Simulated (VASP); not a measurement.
# BaTe in VASP: notebook, part 2 of 2

VASP 6.6.1. The steps go on from the part before.

### 5 Single point, PBE

This run uses another cell than the first one, of 44.08 Å³/atom, 1.036 times its volume.

Contents of INCAR:

```
ALGO     = Normal         # electronic algorithm
EDIFF    = 1E-7           # SCF threshold, eV
ENCUT    = 520            # plane-wave cutoff, eV
GGA      = PE             # functional
ISIF     = 2              # what is computed and relaxed
ISMEAR   = -1             # smearing method
LASPH    = True           # aspherical terms in the spheres
LCHARG   = False          # write CHGCAR
LREAL    = False          # projectors in reciprocal space
LWAVE    = False          # write WAVECAR
NBANDS   = 15             # bands
NELM     = 100            # most SCF steps
PREC     = Accurate       # precision mode
SIGMA    = 0.02           # smearing width, eV
```

Contents of KPOINTS:

```
k-points
0
Gamma
  6 6 6
```

Contents of POSCAR:

```
BaTe
1.0
    0.0000000000      3.5323868452      3.5323868452
    3.5323868452      0.0000000000      3.5323868452
    3.5323868452      3.5323868452      0.0000000000
Ba Te
1 1
Direct
    0.0000000000      0.0000000000      0.0000000000
    0.5000000000      0.5000000000      0.5000000000
```

Potentials or basis: VASP PAW PBE potentials, release 64 (Ba_sv, Te).

Run with:

```console
cat potpaw_PBE.64/Ba_sv/POTCAR potpaw_PBE.64/Te/POTCAR > POTCAR
mpirun -np 1 vasp_std > vasp.out
```

OUTCAR:

```text
EDIFF = 1E-7
   ENCUT = 520
   GGA = PE
   ISIF = 2
   ISMEAR = -1
   LASPH = True
   LREAL = False
   NELM = 100
   PREC = Accurate

 ion  position               nearest neighbor table
   1  0.000  0.000  0.000-   2 3.53   2 3.53   2 3.53   2 3.53   2 3.53   2 3.53
   2  0.500  0.500  0.500-   1 3.53   1 3.53   1 3.53   1 3.53   1 3.53   1 3.53

  LATTYP: Found a face centered cubic cell.
 ALAT       =     7.0647736904

  Lattice vectors:

 A1 = (   0.0000000000,   3.5323868452,   3.5323868452)
 A2 = (   3.5323868452,   0.0000000000,   3.5323868452)
 A3 = (   3.5323868452,   3.5323868452,   0.0000000000)

Analysis of symmetry for initial positions (statically):
=====================================================================
 Subroutine PRICEL returns:
 Original cell was already a primitive cell.

 Routine SETGRP: Setting up the symmetry group for a
 face centered cubic supercell.

 Subroutine GETGRP returns: Found 48 space group operations
 (whereof 48 operations were pure point group operations)
 out of a pool of 48 trial point group operations.

The static configuration has the point symmetry O_h .

Analysis of symmetry for dynamics (positions and initial velocities):
=====================================================================
 Subroutine PRICEL returns:
 Original cell was already a primitive cell.

 Routine SETGRP: Setting up the symmetry group for a
 face centered cubic supercell.

 Subroutine GETGRP returns: Found 48 space group operations
 (whereof 48 operations were pure point group operations)
 out of a pool of 48 trial point group operations.

The dynamic configuration has the point symmetry O_h .

 Subroutine INISYM returns: Found 48 space group operations
 (whereof 48 operations are pure point group operations),
 and found     1 'primitive' translations

[... 112 lines left out ...]
   AEXX    =    0.0000 exact exchange contribution
   IVDW    =     0    specifies the selected vdW correction
   LEPSILON=     F    determine dielectric tensor
   LRPA    =     F    only Hartree local field effects (RPA)
 non-spin polarized calculation
  energy-cutoff  :      520.00
  volume of cell :       88.15
 maximum number of plane-waves:      2421
 NGX is ok and might be reduce to    40
   NGX = 19   NGY = 19   NGZ = 19

 number of electron      16.0000000 magnetization

 Free energy of the ion-electron system (eV)
  ---------------------------------------------------
  ext. energy  EPLUGINS =         0.00000000
  ---------------------------------------------------
  free energy    TOTEN  =        -8.62822749 eV

  energy without entropy =       -8.62822749  energy(sigma->0) =       -8.62822749

 E-fermi :   2.4980     XC(G=0):  -8.1357

 val. band max:        2.1057861152   @ k =   0.0000   0.0000   0.0000
 cond. band min:       3.6833800538   @ k =   0.5000   0.5000   0.0000
 fundamental gap:      1.5775939387
 Fermi energy:         2.4979869680

 k-point     1 :       0.0000    0.0000    0.0000
  band No.  band energies     occupation
      1     -24.9875      2.00000
      2     -10.1322      2.00000
      3     -10.1322      2.00000
      4     -10.1322      2.00000
      5      -7.3751      2.00000
      6       2.1058      2.00000
      7       2.1058      2.00000
      8       2.1058      2.00000
      9       4.9099      0.00000
     10       5.0472      0.00000
     11       5.0472      0.00000
     12       5.0472      0.00000
     13       5.6352      0.00000
     14       5.6352      0.00000
[... 257 lines left out ...]
      2     -10.2899      2.00000
      3     -10.2489      2.00000
      4     -10.2344      2.00000
      5      -7.0432      2.00000
      6       1.0567      2.00000
      7       1.0587      2.00000
      8       1.3679      2.00000
      9       4.6813      0.00000
     10       6.6040      0.00000
     11       6.7271      0.00000
     12       7.2837      0.00000
     13       7.7578      0.00000
     14       8.4508      0.00000
     15      10.0694      0.00000

------------------------ aborting loop because EDIFF is reached ----------------------------------------

  FORCE on cell =-STRESS in cart. coord.  units (eV):
  Direction    XX          YY          ZZ          XY          YZ          ZX
  --------------------------------------------------------------------------------------
  -------------------------------------------------------------------------------------
  Total        0.1659839      0.1659839      0.1659839      0.0000000     -0.0000000     -0.0000000
  in kB        3.0167666      3.0167666      3.0167666      0.0000000     -0.0000000     -0.0000000
  external PRESSURE =       3.0167666 kB  Pullay stress =       0.0000000 kB

 VOLUME and BASIS-vectors are now :
 -----------------------------------------------------------------------------
  energy-cutoff  :      520.00
  volume of cell :       88.15
      direct lattice vectors                 reciprocal lattice vectors
     0.000000000  3.532386845  3.532386845    -0.141547351  0.141547351  0.141547351
     3.532386845  0.000000000  3.532386845     0.141547351 -0.141547351  0.141547351
     3.532386845  3.532386845  0.000000000     0.141547351  0.141547351 -0.141547351

 POSITION                                       TOTAL-FORCE (eV/Angst)
 -----------------------------------------------------------------------------------
      0.00000      0.00000      0.00000        -0.000000      0.000000      0.000000
      3.53239      3.53239      3.53239         0.000000     -0.000000     -0.000000
 -----------------------------------------------------------------------------------
    total drift:                                0.000000     -0.000000     -0.000000

  FREE ENERGIE OF THE ION-ELECTRON SYSTEM (eV)
  ---------------------------------------------------
  free  energy   TOTEN  =        -8.6282274898 eV

  energy  without entropy=       -8.6282274897  energy(sigma->0) =       -8.62822749
```

OSZICAR:

```text
N       E                     dE             d eps       ncg     rms          rms(c)
DAV:   1     0.795053813438E+02    0.79505E+02   -0.61936E+03   480   0.885E+02
DAV:   2    -0.389860193674E+01   -0.83404E+02   -0.76817E+02   648   0.157E+02
DAV:   3    -0.859405879925E+01   -0.46955E+01   -0.46610E+01   628   0.396E+01
DAV:   4    -0.873233231713E+01   -0.13827E+00   -0.13825E+00   672   0.653E+00
DAV:   5    -0.873457444107E+01   -0.22421E-02   -0.22421E-02   637   0.721E-01    0.358E+00
DAV:   6    -0.861805882482E+01    0.11652E+00   -0.13550E-01   592   0.182E+00    0.235E+00
DAV:   7    -0.862059256878E+01   -0.25337E-02   -0.11090E-01   593   0.184E+00    0.833E-01
DAV:   8    -0.862762571598E+01   -0.70331E-02   -0.15380E-02   508   0.825E-01    0.199E-01
DAV:   9    -0.862798436479E+01   -0.35865E-03   -0.85695E-04   648   0.186E-01    0.674E-02
DAV:  10    -0.862821837181E+01   -0.23401E-03   -0.42165E-04   508   0.139E-01    0.253E-02
DAV:  11    -0.862823090702E+01   -0.12535E-04   -0.42629E-05   636   0.361E-02    0.237E-02
DAV:  12    -0.862822632026E+01    0.45868E-05   -0.14570E-05   557   0.191E-02    0.123E-02
DAV:  13    -0.862822725504E+01   -0.93477E-06   -0.99029E-07   557   0.598E-03    0.194E-03
DAV:  14    -0.862822741375E+01   -0.15872E-06   -0.18621E-08   436   0.846E-04    0.446E-04
DAV:  15    -0.862822748977E+01   -0.76020E-07   -0.14005E-08   338   0.768E-04
   1 F= -.86282275E+01 E0= -.86282275E+01  d E =-.348697E-10
```

stdout:

```text
POSCAR found type information on POSCAR BaTe
 POSCAR found :  2 types and       2 ions
 scaLAPACK will be used
 LDA part: xc-table for (Slater+PW92), standard interpolation
 POSCAR, INCAR and KPOINTS ok, starting setup
 FFT: planning ... GRIDC
 FFT: planning ... GRID_SOFT
 FFT: planning ... GRID
 WAVECAR not read
 entering main loop
```

Run time: 23 s. Hardware: 1 thread of Intel Xeon Platinum 8375C at 2.90GHz (Ice Lake), shared host; peak memory 0.24 GiB.

Results:

```yaml
Free_energy: -8.6282 eV
Pressure: 0.3 GPa
Band_gap_on_the_k_mesh: 1.58 eV, indirect (least direct gap 1.96 eV)
```

Caveat: spin-orbit coupling is left out, which moves the levels of the heavy elements. A k mesh can miss the band edges.

### 6 Summary

```tsv
cell	k mesh	smearing	gap on the mesh (eV)	pressure (GPa)
a = 4.958, b = 4.958, c = 4.896 Å, angles 60.4, 60.4, 59.2°, 2 atoms	4 × 4 × 4	gaussian 0.01 eV	1.47	1.6
a = 4.979 Å, angles 60.9°, 2 atoms	4 × 4 × 4	gaussian 0.01 eV	1.55	0.1
a = 5.046, b = 5.046, c = 4.996 Å, angles 60.3, 60.3, 59.3°, 2 atoms	4 × 4 × 4	gaussian 0.01 eV	1.60	-0.2
a = 4.996 Å, angles 60.0°, 2 atoms	6 × 6 × 6	fermi-dirac 0.02 eV	1.58	0.3
```

Alike in all rows: task single point; level PBE; potentials or basis VASP PAW PBE potentials, release 64 (Ba_sv, Te); no spin polarisation; cutoff (eV) 520.

Caveats: spin-orbit coupling is left out, which moves the levels of the heavy elements.

Absolute energies hang on the potentials; compare differences alone.
